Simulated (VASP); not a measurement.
Set up this calculation in VASP 6.6.1, as the native input.

```yaml
Task: single point
Functional: PBEsol
Potentials_or_basis: VASP PAW PBE potentials, release 64 (Mn_sv, S)
Cutoff: 600 eV
k_mesh: 6 × 6 × 6
Occupations: gaussian, width 0.05 eV
Spin: collinear spin, ferromagnetic start
Starting_moments: "[5.0, 5.0, 0.0, 0.0] μB"
Hubbard_terms: Mn d U = 4.0 eV, J = 0.9 eV
Dipole_correction: no
LDAUTYPE: 1
Hund's_J: 0.9
Further_INCAR_settings: ALGO = Normal; EDIFF = 1e-06; NBANDS = 33
```

The structure of MnS lies in POSCAR:

```
MnS
1.0
    0.0000000000      2.6122498900      2.6122498900
    5.2244997800      2.6122498900      2.6122498900
    5.2244997800      5.2244997800      0.0000000000
Mn S
2 2
Direct
    0.0000000000      0.0000000000      0.0000000000
    0.0000000000      0.0000000000      0.5000000000
    0.5000000000      0.5000000000      0.0000000000
    0.5000000000      0.5000000000      0.5000000000
```

One way to write it, as run:

INCAR

```
PREC = Accurate
ENCUT = 600
EDIFF = 1E-6
ISMEAR = 0
SIGMA = 0.05
LREAL = False
LASPH = True
NELM = 200
ALGO = Normal
ISIF = 2
LWAVE = False
LCHARG = True
ISPIN = 2
MAGMOM = 5 5 0 0
LORBIT = 11
LMAXMIX = 4
LDAU = True
LDAUTYPE = 1
LDAUL = 2 -1
LDAUU = 4 0
LDAUJ = 0.9 0
LDAUPRINT = 1
GGA = PS
LELF = True
LVHAR = True
NBANDS = 33
GGA_COMPAT = False
```

KPOINTS

```
regular mesh
0
Gamma
  6 6 6
```

Potentials or basis: VASP PAW PBE potentials, release 64 (Mn_sv, S).

Run with:

```bash
$ cat potpaw_PBE.64/Mn_sv/POTCAR potpaw_PBE.64/S/POTCAR > POTCAR
$ mpirun -np 1 vasp_std > vasp.out
```

It gave:

The pressure is -2.2 GPa. The band gap on the k mesh is 0.07 eV, the net moment is 9.99 μB per cell and the site moments are Mn +4.38; S +0.10 μB. The valence electrons inside the program's atomic spheres are Mn 12.80; S 3.74.

Caveat: semilocal functionals underestimate gaps, and a narrow one can read as zero; the PAW data sets were made with another functional, which shifts forces and pressure a little; the run started ferromagnetic, and an antiferromagnetic order may lie lower in energy.

Run time: 8.4 min on 1 thread of Intel(R) Xeon(R) Platinum 8259CL CPU @ 2.50GHz (Skylake/Cascade Lake), on a shared host, peak memory 0.45 GiB.
